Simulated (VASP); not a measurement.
Input of a VASP 6.6.1 run:

File INCAR:

```
PREC     = Accurate       # precision mode
ENCUT    = 520            # plane-wave cutoff, eV
EDIFF    = 1E-6           # SCF threshold, eV
ISMEAR   = -1             # smearing method
SIGMA    = 0.05           # smearing width, eV
LREAL    = F              # projectors in reciprocal space
LASPH    = T              # aspherical terms in the spheres
NELM     = 150            # most SCF steps
ALGO     = Fast           # electronic algorithm
ISIF     = 2              # what is computed and relaxed
LWAVE    = F              # write WAVECAR
LCHARG   = F              # write CHGCAR
ISPIN    = 2              # spin polarisation
MAGMOM   = 1 1 1 0        # initial moments
LORBIT   = 11             # projections on sites
LMAXMIX  = 4              # l up to which the mixer works
GGA      = PE             # functional
IBRION   = 2              # ionic algorithm
NSW      = 60             # ionic steps
EDIFFG   = -0.01          # ionic threshold
KPAR     = 4
```

KPOINTS

```
regular mesh
0
Gamma
  6 6 6
```

Contents of POSCAR:

```
AlNi3
1.0
    3.6639769158      0.0000000000      0.0000000000
    0.0000000000      3.6639769158      0.0000000000
    0.0000000000      0.0000000000      3.5230547267
Ni Al
3 1
Direct
    0.5000000000      0.5000000000      0.0000000000
    0.5000000000      0.0000000000      0.5000000000
    0.0000000000      0.5000000000      0.5000000000
    0.0000000000      0.0000000000      0.0000000000
```

Potentials or basis: VASP PAW PBE potentials, release 64 (Ni, Al).

Launch:

```sh
$ cat potpaw_PBE.64/Ni/POTCAR potpaw_PBE.64/Al/POTCAR > POTCAR
$ mpirun -np 4 vasp_std > vasp.out
```

Problem. Predict the site moments.

Solution. Ni +0.26, +0.24 (each value once); Al -0.01 μB.

Problem. What does it give for the net moment?

Solution. 0.68 μB per cell.

Stress tensor (GPa, compression positive):
```
-7.56  0.00  0.00
 0.00 -7.56  0.00
 0.00  0.00 -4.91
```
